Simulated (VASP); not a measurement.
Input of a VASP 6.6.1 run:

The input INCAR:

```
SYSTEM = InAs
ALGO     = Normal         ! electronic algorithm
EDIFF    = 1E-7           ! SCF threshold, eV
ENCUT    = 520            ! plane-wave cutoff, eV
GGA      = PE             ! functional
ISIF     = 2              ! what is computed and relaxed
ISMEAR   = -1             ! smearing method
LASPH    = .True.         ! aspherical terms in the spheres
LCHARG   = .False.        ! write CHGCAR
LREAL    = .False.        ! projectors in reciprocal space
LWAVE    = .False.        ! write WAVECAR
NBANDS   = 16             ! bands
NELM     = 100            ! most SCF steps
PREC     = Accurate       ! precision mode
SIGMA    = 0.02           ! smearing width, eV
```

Contents of KPOINTS:

```
k-points
0
Gamma
  6 6 6
  0 0 0
```

The input POSCAR:

```
InAs
1.0
    3.5365410810      0.0000000000      0.0000000000
    0.0000000000      3.5365410810      0.0000000000
    0.0000000000      0.0000000000      3.5365410810
In As
1 1
Direct
    0.0000000000      0.0000000000      0.0000000000
    0.5000000000      0.5000000000      0.5000000000
```

Potentials or basis: VASP PAW PBE potentials, release 64 (In_d, As).

The run is started by

```bash
$ cat potpaw_PBE.64/In_d/POTCAR potpaw_PBE.64/As/POTCAR > POTCAR
$ mpirun -np 1 vasp_std > vasp.out
```

(1) What does it give for the pressure?

(2) Estimate the band gap on the k mesh.

Results:

(1) 1.6 GPa.

(2) zero (band 9 reaches 8.11 eV, above the bottom of band 10 at 5.53 eV).

Caveat: spin-orbit coupling is left out, which moves the levels of the heavy elements.
